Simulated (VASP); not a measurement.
Wanted: the native input for a VASP 6.6.1 run.

| Item | Value |
| --- | --- |
| Task | single point |
| Functional | PBE |
| Dispersion | D3(BJ) |
| Potentials or basis | VASP PAW PBE potentials, release 64 (Pb_d) |
| Cutoff | 520 eV |
| k mesh | 9 × 9 × 9 |
| Occupations | fermi-dirac, width 0.05 eV |
| Spin | no spin polarisation |
| Dipole correction | no |
| Further INCAR settings | ALGO = Fast; EDIFF = 1e-06; NBANDS = 13 |

The structure of Pb lies in POSCAR:

```
Pb
1.0
   -1.9595060148      1.9595060148      1.9595060148
    1.9595060148     -1.9595060148      1.9595060148
    1.9595060148      1.9595060148     -1.9595060148
Pb
1
Direct
    0.0000000000      0.0000000000      0.0000000000
```

The input as run:

INCAR

```
PREC = Accurate
ENCUT = 520
EDIFF = 1E-6
ISMEAR = -1
SIGMA = 0.05
LREAL = F
LASPH = T
NELM = 60
ALGO = Fast
ISIF = 2
LWAVE = F
LCHARG = F
GGA = PE
IVDW = 12
NBANDS = 13
```

KPOINTS

```
Automatic mesh
0
Gamma
  9 9 9
```

Potentials or basis: VASP PAW PBE potentials, release 64 (Pb_d).

Command:

```bash
$ cat potpaw_PBE.64/Pb_d/POTCAR > POTCAR
$ mpirun -np 1 vasp_std > vasp.out
```

It gave:

| Property | Result |
| --- | --- |
| Pressure | 0.0 GPa |
| Band gap on the k mesh | zero (band 7 reaches 15.08 eV, above the bottom of band 8 at 5.28 eV) |
| Dispersion energy per atom | -0.412 eV |

Caveat: spin-orbit coupling is left out, which moves the levels of the heavy elements; pairwise dispersion overbinds metals, which lowers pressure and volume.

Run time: 8.2 s on 1 thread of Intel Xeon 6975P-C (shared host), peak memory 0.17 GiB.
